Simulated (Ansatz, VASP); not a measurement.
Two plane-wave programs on PbSe

```
Pb Se
1.0
     0.00000    3.30712    3.06215
     3.30712    0.00000    3.06215
     3.30712    3.30712    0.00000
Pb Se
1 1
Direct
  0.00000 0.00000 0.00000
  0.50000 0.50000 0.50000
```

Change from the starting cell: strain +0.080 along x and y, +0.000 along z, atoms carried along.

Alike in both runs: task single point; functional PBE; dispersion D3(BJ); k mesh 10 × 10 × 10; occupations gaussian, width 0.03 eV; no spin polarisation.

|  | VASP | Ansatz |
| --- | --- | --- |
| version | VASP 6.6.1 | Ansatz 0.2.0 |
| potentials or method | VASP PAW PBE potentials, release 64 (Pb_d, Se), cutoff 520 eV | scalar-relativistic, plane waves, PAW |
| valence electrons in the cell | 20 | 30 |

VASP gave:

```
gap on the k mesh at the Fermi level (eV)                     : 0.57
least direct gap on the mesh (eV)                             : 0.57
pressure (GPa)                                                : -4.3
traceless stress, the component that is largest in VASP (GPa) : 3.60
```

Question: Which values does Ansatz return?

Answer: gap on the k mesh at the Fermi level (eV): 0.57; least direct gap on the mesh (eV): 0.57; pressure (GPa): -4.3; traceless stress, the component that is largest in VASP (GPa): 3.59.

VASP's potentials hold 20 valence electrons a cell and Ansatz's 30, so a difference there can come from the potentials and not from the codes. Ansatz's warnings: dispersion switch in reach.

Spin-orbit coupling is off throughout.
